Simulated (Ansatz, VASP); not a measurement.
# Pd: VASP beside Ansatz

The input INCAR:

```
SYSTEM = Pd
  PREC = Accurate
  ENCUT = 520
  EDIFF = 1E-6
  ISMEAR = -1
  SIGMA = 0.1
  LREAL = .False.
  LASPH = .True.
  NELM = 80
  ALGO = Normal
  ISIF = 2
  LWAVE = .False.
  LCHARG = .True.
  GGA = RP
  LELF = .True.
  LVHAR = .True.
  NBANDS = 11
```

Contents of KPOINTS:

```
Automatic mesh
0
Gamma
  13 13 13
  0 0 0
```

The input POSCAR:

```
Pd
1.0
    2.7461868106      0.0000000000      0.0000000000
    0.0000000000      2.7461868106      0.0000000000
    0.0000000000      0.0000000000      2.7461868106
Pd
1
Direct
    0.0000000000      0.0000000000      0.0000000000
```

Input for Ansatz:

```yaml
crystal:
  lattice:
    - [2.7461868106, 0.0, 0.0]
    - [0.0, 2.7461868106, 0.0]
    - [0.0, 0.0, 2.7461868106]
  atoms:
    - { symbol: Pd, position: [0.0, 0.0, 0.0] }
hamiltonian:
  xc: rpbe
  pseudopotentials:
    kind: paw
    azcp:
      Pd: "pseudopotentials/Pd.paw.azcp"
basis:
  ecutwfc: 420
  fft_grid_basis: typed
kpoints:
  mp_grid: { grid: [13, 13, 13], shift: [0, 0, 0] }
magnetization:
  spin_polarized: false
scf:
  occupations: { method: fermi_dirac, width: 0.1 }
  lower_state_search: "off"
output:
  stress: true
```

Alike in both runs: task single point; functional RPBE; k mesh 13 × 13 × 13; occupations fermi-dirac, width 0.1 eV; no spin polarisation.

|  | VASP | Ansatz |
| --- | --- | --- |
| version | VASP 6.6.1 | Ansatz 0.2.0 |
| potentials or method | VASP PAW PBE potentials, release 64 (Pd), cutoff 520 eV | plane waves (420 eV) with PAW, scalar-relativistic |
| valence electrons in the cell | 10 | 18 |

|  | VASP | Ansatz | Ansatz less VASP |
| --- | --- | --- | --- |
| pressure (GPa) | -8.7 | -8.6 | +0.10 |

VASP's potentials were made for PBE, not for RPBE. VASP's potentials hold 10 valence electrons a cell and Ansatz's 18, so a difference there can come from the potentials and not from the codes.
